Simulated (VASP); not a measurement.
# Al2O3 (R-3c) in VASP: single point with r2SCAN

Aim: the single point of Al2O3 with r2SCAN.

Program: VASP 6.6.1. These are calculated values, not measurements. Logs are shortened: lines on timing, memory, paths and dates and some standing lists are left out, and cuts for length are marked.

## (1) The cell of the first run

Symmetry: R-3c, No. 167, trigonal system. The conventional cell has a = 4.808 Å, b = 4.808 Å, c = 13.123 Å, α = 90.00°, β = 90.00°, γ = 120.00°. Within 2.5 Å of Al (site symmetry 3) lie 6 O at 1.87 to 1.99 Å. Within 2.9 Å of O (site symmetry 2) lie 4 Al at 1.87 to 1.99 Å and 12 O at 2.55 to 2.89 Å.

## (2) Single point, r2SCAN

The input, POSCAR:

```
Al2O3
1.0
    2.4039417622      1.3879164235      4.3742070937
   -2.4039417622      1.3879164235      4.3742070937
    0.0000000000     -2.7758328471      4.3742070937
Al O
4 6
Direct
    0.6479213253      0.6479213253      0.6479213247
    0.8520786756      0.8520786756      0.8520786748
    0.1479213250      0.1479213250      0.1479213249
    0.3520786753      0.3520786753      0.3520786750
    0.4436562507      0.0563437500      0.7499999997
    0.9436562506      0.2500000005      0.5563437494
    0.0563437500      0.7500000001      0.4436562503
    0.7500000000      0.4436562507      0.0563437496
    0.2500000005      0.5563437499      0.9436562501
    0.5563437499      0.9436562506      0.2500000000
```

The input, INCAR.step1:

```
PREC     = Accurate       # precision mode
ENCUT    = 660            # plane-wave cutoff, eV
ISMEAR   = -1             # smearing method
SIGMA    = 0.01           # smearing width, eV
LREAL    = F              # projectors in reciprocal space
LASPH    = T              # aspherical terms in the spheres
NELM     = 120            # most SCF steps
NBANDS   = 35             # bands
GGA      = PE             # functional
ALGO     = Normal         # electronic algorithm
EDIFF    = 1E-5           # SCF threshold, eV
LWAVE    = T              # write WAVECAR
LCHARG   = F              # write CHGCAR
GGA_COMPAT= F
```

The input, INCAR.step2:

```
PREC     = Accurate       # precision mode
ENCUT    = 660            # plane-wave cutoff, eV
EDIFF    = 1E-6           # SCF threshold, eV
ISMEAR   = -1             # smearing method
SIGMA    = 0.01           # smearing width, eV
LREAL    = F              # projectors in reciprocal space
LASPH    = T              # aspherical terms in the spheres
NELM     = 120            # most SCF steps
ALGO     = Normal         # electronic algorithm
ISIF     = 2              # what is computed and relaxed
LWAVE    = F              # write WAVECAR
LCHARG   = F              # write CHGCAR
METAGGA  = R2SCAN         # meta-GGA
LMIXTAU  = T            
NBANDS   = 35             # bands
ISTART   = 1            
GGA_COMPAT= F
```

The input, KPOINTS:

```
regular mesh
0
Gamma
  7 7 7
```

Potentials or basis: VASP PAW PBE potentials, release 64 (Al, O).

Run with:

```
$ cat potpaw_PBE.64/Al/POTCAR potpaw_PBE.64/O/POTCAR > POTCAR
$ cp INCAR.step1 INCAR
$ mpirun -np 1 vasp_std > vasp.out
$ cp INCAR.step2 INCAR
$ mpirun -np 1 vasp_std > vasp.out
```

OUTCAR:

```text
PREC = Accurate
   ENCUT = 660
   EDIFF = 1E-6
   ISMEAR = -1
   LREAL = F
   LASPH = T
   NELM = 120
   ISIF = 2
   METAGGA = R2SCAN
   ISTART = 1

 ion  position               nearest neighbor table
   1  0.648  0.648  0.648-  10 1.87   6 1.87   9 1.87   7 1.99   5 1.99   8 1.99   2 2.68   4 2.82
                             4 2.82   4 2.82   2 3.25   2 3.25   2 3.25
   2  0.852  0.852  0.852-   6 1.87   9 1.87  10 1.87   7 1.99   5 1.99   8 1.99   1 2.68   3 2.82
                             3 2.82   3 2.82   1 3.25   1 3.25   1 3.25
   3  0.148  0.148  0.148-   7 1.87   8 1.87   5 1.87   6 1.99  10 1.99   9 1.99   4 2.68   2 2.82
                             2 2.82   2 2.82   4 3.25   4 3.25   4 3.25
   4  0.352  0.352  0.352-   5 1.87   8 1.87   7 1.87   6 1.99  10 1.99   9 1.99   3 2.68   1 2.82
                             1 2.82   1 2.82   3 3.25   3 3.25   3 3.25
   5  0.444  0.056  0.750-   4 1.87   3 1.87   1 1.99   2 1.99
   6  0.944  0.250  0.556-   2 1.87   1 1.87   4 1.99   3 1.99
   7  0.056  0.750  0.444-   3 1.87   4 1.87   1 1.99   2 1.99
   8  0.750  0.444  0.056-   4 1.87   3 1.87   1 1.99   2 1.99
   9  0.250  0.556  0.944-   1 1.87   2 1.87   4 1.99   3 1.99
  10  0.556  0.944  0.250-   1 1.87   2 1.87   4 1.99   3 1.99

  LATTYP: Found a trigonal (rhomboedric) cell.
 ALAT       =     5.1806308200
 COS(alpha) =     0.5693617614

  Lattice vectors:

 A1 = (   2.4039417622,   1.3879164235,   4.3742070937)
 A2 = (  -2.4039417622,   1.3879164235,   4.3742070937)
 A3 = (   0.0000000000,  -2.7758328471,   4.3742070937)

Analysis of symmetry for initial positions (statically):
=====================================================================
 Subroutine PRICEL returns:
 Original cell was already a primitive cell.

 Routine SETGRP: Setting up the symmetry group for a
 trigonal (rhombohedral) supercell.

 Subroutine GETGRP returns: Found 12 space group operations
 (whereof  6 operations were pure point group operations)
 out of a pool of 12 trial point group operations.

The static configuration has the point symmetry S_6 .
 The point group associated with its full space group is D_3d.

Analysis of symmetry for dynamics (positions and initial velocities):
=====================================================================
 Subroutine PRICEL returns:
 Original cell was already a primitive cell.

 Routine SETGRP: Setting up the symmetry group for a
 trigonal (rhombohedral) supercell.

 Subroutine GETGRP returns: Found 12 space group operations
 (whereof  6 operations were pure point group operations)
 out of a pool of 12 trial point group operations.

The dynamic configuration has the point symmetry S_6 .
 The point group associated with its full space group is D_3d.

 Subroutine INISYM returns: Found 12 space group operations
 (whereof  6 operations are pure point group operations),
 and found     1 'primitive' translations

----------------------------------------------------------------------------------------

                                     Primitive cell

  volume of cell :      87.5665

  direct lattice vectors                    reciprocal lattice vectors
     2.403941762  1.387916424  4.374207094     0.207991728  0.120084080  0.076204287
    -2.403941762  1.387916424  4.374207094    -0.207991728  0.120084080  0.076204287
     0.000000000 -2.775832847  4.374207094     0.000000000 -0.240168160  0.076204287

  length of vectors
     5.180630820  5.180630820  5.180630820     0.251967931  0.251967931  0.251967931

  position of ions in fractional coordinates (direct lattice)
     0.647921325  0.647921325  0.647921325
     0.852078676  0.852078676  0.852078675
     0.147921325  0.147921325  0.147921325
     0.352078675  0.352078675  0.352078675
     0.443656251  0.056343750  0.750000000
     0.943656251  0.250000001  0.556343749
     0.056343750  0.750000000  0.443656250
     0.750000000  0.443656251  0.056343750
     0.250000001  0.556343750  0.943656250
     0.556343750  0.943656251  0.250000000

  ion indices of the primitive-cell ions
   primitive index   ion index
                 1           1
                 2           2
                 3           3
                 4           4
                 5           5
                 6           6
                 7           7
                 8           8
                 9           9
                10          10

----------------------------------------------------------------------------------------

 KPOINTS: regular mesh

Automatic generation of k-mesh.
 Grid dimensions read from file:
 generate k-points for:    7    7    7

 Generating k-lattice:

  Cartesian coordinates                     Fractional coordinates (reciprocal lattice)
     0.029713104  0.017154869  0.010886327     0.142857143  0.000000000 -0.000000000
    -0.029713104  0.017154869  0.010886327     0.000000000  0.142857143 -0.000000000
     0.000000000 -0.034309737  0.010886327    -0.000000000 -0.000000000  0.142857143

  Length of vectors
     0.035995419  0.035995419  0.035995419

  Shift w.r.t. Gamma in fractional coordinates (k-lattice)
     0.000000000  0.000000000  0.000000000

 Subroutine IBZKPT returns following result:
 ===========================================

 Found     44 irreducible k-points:

 Following reciprocal coordinates:
            Coordinates               Weight
  0.000000  0.000000  0.000000      1.000000
  0.142857 -0.000000  0.000000      6.000000
  0.285714 -0.000000  0.000000      6.000000
  0.428571 -0.000000 -0.000000      6.000000
  0.142857  0.142857  0.000000      6.000000
  0.285714  0.142857  0.000000     12.000000
[... 16 lines left out ...]
  0.285714  0.285714  0.142857      6.000000
  0.428571  0.285714  0.142857     12.000000
 [... further k-points ...]
   k-points           NKPTS =     44   k-points in BZ     NKDIM =     44   number of bands    NBANDS=     35
   number of dos      NEDOS =    301   number of ions     NIONS =     10
   total plane-waves  NPLWV = 110592
   dimension x,y,z NGX =    48 NGY =   48 NGZ =   48
   dimension x,y,z NGXF=    96 NGYF=   96 NGZF=   96
   ions per type =               4   6
   NGX,Y,Z   is equivalent  to a cutoff of  15.40, 15.40, 15.40 a.u.
   NGXF,Y,Z  is equivalent  to a cutoff of  30.81, 30.81, 30.81 a.u.
 SYSTEM =  unknown system
   PREC   = accura    normal or accurate (medium, high low for compatibility)
   ISTART =      1    job   : 0-new  1-cont  2-samecut
   ICHARG =      0    charge: 1-file 2-atom 10-const
   ISPIN  =      1    spin polarized calculation?
   LNONCOLLINEAR =      F non collinear calculations
   LSORBIT =      F    spin-orbit coupling
   LASPH  =      T    aspherical Exc in radial PAW
   ENCUT  =  660.0 eV  48.51 Ry    6.96 a.u.  10.85 10.85 10.85*2*pi/ulx,y,z
   NELM   =    120;   NELMIN=  2; NELMDL=  0     # of ELM steps
   EDIFF  = 0.1E-05   stopping-criterion for ELM
   LREAL  =      F    real-space projection
   EDIFFG = 0.1E-04   stopping-criterion for IOM
   NSW    =      0    number of steps for IOM
   IBRION =     -1    ionic relax: 0-MD 1-quasi-New 2-CG
   NFREE  =      0    steps in history (QN), initial steepest desc. (CG)
   ISIF   =      2    stress and relaxation
   ISYM   =      2    0-nonsym 1-usesym 2-fastsym
   POTIM  = 0.5000    time-step for ionic-motion
   TEBEG  =    0.0;   TEEND  =   0.0 temperature during run
   PSTRESS=    0.0 pullay stress
   NELECT =      48.0000    total number of electrons
   NUPDOWN=      -1.0000    fix difference up-down
   EMIN   =  10.00;   EMAX   =-10.00  energy-range for DOS
   EFERMI =   0.00;   METHOD = LEGACY
   ISMEAR =    -1;   SIGMA  =   0.01  broadening in eV -4-tet -1-fermi 0-gaus
   EFERMI_NEDOS =   21; number of points for ismear=-14 and -15
   IALGO  =     38    algorithm
   IMIX   =      4    mixing-type and parameters
     AMIX     =   0.40;   BMIX     =  1.00
     AMIX_MAG =   1.60;   BMIX_MAG =  1.00
  volume/ion in A,a.u.               =       8.76        59.09
  Fermi-wavevector in a.u.,A,eV,Ry     =   1.339808  2.531870 24.423627  1.795086
  Thomas-Fermi vector in A             =   2.468171
   LORBIT       =      0    0 simple, 1 ext, 2 COOP (PROOUT), +10 PAW based schemes
   METAGGA = R2SCAN    functional components
   LHFCALC =     F    Hartree Fock is set to
   AEXX    =    0.0000 exact exchange contribution
   IVDW    =     0    specifies the selected vdW correction
   LEPSILON=     F    determine dielectric tensor
   LRPA    =     F    only Hartree local field effects (RPA)
 non-spin polarized calculation
  energy-cutoff  :      660.00
  volume of cell :       87.57
 maximum number of plane-waves:      3396
 NGX is ok and might be reduce to    48
   NGX = 21   NGY = 21   NGZ = 21

 number of electron      47.9999998 magnetization

 Free energy of the ion-electron system (eV)
  ---------------------------------------------------
  ext. energy  EPLUGINS =         0.00000000
  ---------------------------------------------------
  free energy    TOTEN  =       -96.24352720 eV

  energy without entropy =      -96.24352720  energy(sigma->0) =      -96.24352720

 E-fermi :   5.6651     XC(G=0): -12.0721

 val. band max:        5.4061874547   @ k =   0.0000   0.0000   0.0000
 cond. band min:      12.1657101813   @ k =   0.0000   0.0000   0.0000
 fundamental gap:      6.7595227266
 Fermi energy:         5.6650678816

 k-point     1 :       0.0000    0.0000    0.0000
  band No.  band energies     occupation
      1     -14.5688      2.00000
      2     -12.3910      2.00000
      3     -12.1356      2.00000
      4     -12.1356      2.00000
      5     -11.8385      2.00000
      6     -11.8385      2.00000
[... 27 lines left out ...]
     34      19.8222      0.00000
     35      20.9357      0.00000

 k-point     2 :       0.1429   -0.0000    0.0000
  band No.  band energies     occupation
      1     -14.4679      2.00000
      2     -12.4320      2.00000
      3     -12.1971      2.00000
      4     -12.1548      2.00000
      5     -11.8852      2.00000
      6     -11.8445      2.00000
[... 27 lines left out ...]
     34      19.3467      0.00000
     35      20.8366      0.00000

 k-point     3 :       0.2857   -0.0000    0.0000
  band No.  band energies     occupation
      1     -14.1776      2.00000
      2     -12.7281      2.00000
      3     -12.1831      2.00000
      4     -12.1818      2.00000
      5     -11.9937      2.00000
      6     -11.8825      2.00000
[... 27 lines left out ...]
     34      19.6390      0.00000
     35      20.0606      0.00000
[... 723 lines left out ...]
 k-point    23 :       0.2857    0.2857    0.1429
  band No.  band energies     occupation
      1     -14.2486      2.00000
      2     -12.7207      2.00000
      3     -12.2414      2.00000
      4     -12.0735      2.00000
      5     -12.0358      2.00000
      6     -11.8100      2.00000
[... 27 lines left out ...]
     34      19.7028      0.00000
     35      20.3797      0.00000

 k-point    24 :       0.4286    0.2857    0.1429
  band No.  band energies     occupation
      1     -13.9884      2.00000
      2     -12.8165      2.00000
      3     -12.4141      2.00000
      4     -12.2112      2.00000
      5     -12.0403      2.00000
      6     -11.7877      2.00000
[... 27 lines left out ...]
     34      19.8324      0.00000
     35      20.1301      0.00000

 [... further k-points ...]
[... 5 lines left out ...]
  --------------------------------------------------------------------------------------
  -------------------------------------------------------------------------------------
  Total       -4.5793695     -4.5793695     -4.2990740      0.0000000      0.0000000      0.0000000
  in kB      -83.7873437    -83.7873437    -78.6588610      0.0000000      0.0000000      0.0000000
  external PRESSURE =     -82.0778495 kB  Pullay stress =       0.0000000 kB

 VOLUME and BASIS-vectors are now :
 -----------------------------------------------------------------------------
  energy-cutoff  :      660.00
  volume of cell :       87.57
      direct lattice vectors                 reciprocal lattice vectors
     2.403941762  1.387916424  4.374207094     0.207991728  0.120084080  0.076204287
    -2.403941762  1.387916424  4.374207094    -0.207991728  0.120084080  0.076204287
     0.000000000 -2.775832847  4.374207094     0.000000000 -0.240168160  0.076204287

 POSITION                                       TOTAL-FORCE (eV/Angst)
 -----------------------------------------------------------------------------------
      0.00000      0.00000      8.50243        -0.000000     -0.000000      0.035114
      0.00000      0.00000     11.18151        -0.000000      0.000000     -0.035114
      0.00000      0.00000      1.94112        -0.000000     -0.000000      0.035114
      0.00000      0.00000      4.62020        -0.000000      0.000000     -0.035114
      0.93108     -1.38792      5.46776         0.051753      0.000000      0.000000
      1.66751      0.11238      7.65486         0.025877      0.044820     -0.000000
     -1.66751     -0.11238      5.46776        -0.025877     -0.044820     -0.000000
      0.73643      1.50029      5.46776        -0.025877      0.044820     -0.000000
     -0.73643     -1.50029      7.65486         0.025877     -0.044820     -0.000000
     -0.93108      1.38792      7.65486        -0.051753      0.000000      0.000000
 -----------------------------------------------------------------------------------
    total drift:                               -0.000001     -0.000001      0.000001

  FREE ENERGIE OF THE ION-ELECTRON SYSTEM (eV)
  ---------------------------------------------------
  free  energy   TOTEN  =       -96.2435272026 eV

  energy  without entropy=      -96.2435272026  energy(sigma->0) =      -96.24352720
```

Run time: 12 min. Hardware: 1 thread of Intel Xeon Platinum 8259CL at 2.50GHz (Skylake/Cascade Lake), shared host; peak memory 0.42 GiB.

Results:

* Free energy: -96.2435 eV
* Pressure: -8.2 GPa
* Largest force: 0.052 eV/Å
* Band gap on the k mesh: 6.76 eV

Forces on the atoms (eV/Å):
```
Al   0.000  0.000  0.035
Al   0.000  0.000 -0.035
Al   0.000  0.000  0.035
Al   0.000  0.000 -0.035
O    0.052  0.000  0.000
O    0.026  0.045  0.000
O   -0.026 -0.045  0.000
O   -0.026  0.045  0.000
O    0.026 -0.045  0.000
O   -0.052  0.000  0.000
```

Caveat: the cell stands under tension; the PAW data sets were made with another functional, which shifts forces and pressure a little; an odd mesh through Γ misses points on the zone boundary, where band edges can lie.
